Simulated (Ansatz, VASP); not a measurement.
## Ni in VASP and in Ansatz

```xyz
1
Lattice="-1.3837 1.3837 1.3837 1.3837 -1.3837 1.3837 1.3837 1.3837 -1.3837" Properties=species:S:1:pos:R:3 pbc="T T T"
Ni    0.0000    0.0000    0.0000
```

Alike in both runs: task single point; functional PBEsol-based global hybrid; k mesh 7 × 7 × 7; occupations fermi-dirac, width 0.05 eV; collinear spin.

```csv
,VASP,Ansatz
version,VASP 6.6.1,Ansatz 0.2.0
potentials or method,"VASP PAW PBE potentials, release 64 (Ni)",Ansatz PAW
plane-wave cutoff (eV),520,420
valence electrons in the cell,10,18
```

```tsv
	VASP	Ansatz	Ansatz less VASP
gap on the k mesh at the Fermi level (eV)	none	none	-
pressure (GPa)	-6.6	-7.0	-0.32
net moment per atom (μB)	0.53	0.53	0.000
size of the moment on the site where the two differ most (μB)	0.55	0.63	+0.076
```

VASP's potentials were made for PBE, not for PBEsol-based global hybrid. Site moments also hang on the region over which each program counts them. A gap of «none» marks a metal or a gap that the smearing closes. VASP's potentials hold 10 valence electrons a cell and Ansatz's 18, so a difference there can come from the potentials and not from the codes.

The k mesh is coarse, so the values compare programs but aren't converged. Noted on Ansatz's run: the magnetic or orbital state may not be the lowest.
